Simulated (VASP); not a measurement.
A run of VASP 6.6.1 is set up as follows.

Contents of INCAR:

```
PREC = Accurate
ENCUT = 520
EDIFF = 1E-6
ISMEAR = -1
SIGMA = 0.05
LREAL = False
LASPH = True
NELM = 100
ALGO = Fast
ISIF = 2
LWAVE = False
LCHARG = False
GGA = PS
NBANDS = 18
```

KPOINTS

```
Automatic mesh
0
Gamma
  9 9 9
```

The input POSCAR:

```
TiCo
1.0
    2.9861109900      0.0000000000      0.0000000000
    0.0000000000      2.9861109900      0.0000000000
    0.0000000000      0.0000000000      2.9861109900
Co Ti
1 1
Direct
    0.5000000000      0.5000000000      0.5000000000
    0.0000000000      0.0000000000      0.0000000000
```

Potentials or basis: VASP PAW PBE potentials, release 64 (Co, Ti_sv).

Launch:

```console
$ cat potpaw_PBE.64/Co/POTCAR potpaw_PBE.64/Ti_sv/POTCAR > POTCAR
$ mpirun -np 1 vasp_std > vasp.out
```

Question: What does it give for the pressure?

Answer: -9.7 GPa.

Caveat: the PAW data sets were made with another functional, which shifts forces and pressure a little. Spin polarisation is off, so any magnetic state and its effect on volume and gap are missing.
